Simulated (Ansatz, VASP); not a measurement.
## TaC: VASP beside Ansatz

```
CELL_PARAMETERS angstrom
0.00000 2.23660 2.23660
2.23660 0.00000 2.23660
2.23660 2.23660 0.00000
ATOMIC_POSITIONS crystal
Ta 0.00000 0.00000 0.00000
C 0.50000 0.50000 0.50000
```

Change from the starting cell: species swapped into the YAs type (Fm-3m, No. 225).

Alike in both runs: functional PBE; k mesh 7 × 7 × 7; occupations gaussian, width 0.2 eV; no spin polarisation.

Ansatz relaxed the structure, and its values are those at the end. VASP's run is a single point on that final structure, the one shown.

|  | VASP | Ansatz |
| --- | --- | --- |
| version | VASP 6.6.1 | Ansatz 0.2.0 |
| potentials or method | VASP PAW PBE potentials, release 64 (Ta_pv, C), cutoff 600 eV | scalar-relativistic, plane waves, PAW |
| valence electrons in the cell | 15 | 17 |

VASP gave:

```
gap on the k mesh at the Fermi level (eV) : none
pressure (GPa)                            : 1.0
```

Which values does Ansatz return?

gap on the k mesh at the Fermi level (eV): none; pressure (GPa): 0.5.

A gap of «none» marks a metal or a gap that the smearing closes. VASP's potentials hold 15 valence electrons a cell and Ansatz's 17, so a difference there can come from the potentials and not from the codes.

Neither program's run includes spin-orbit coupling.
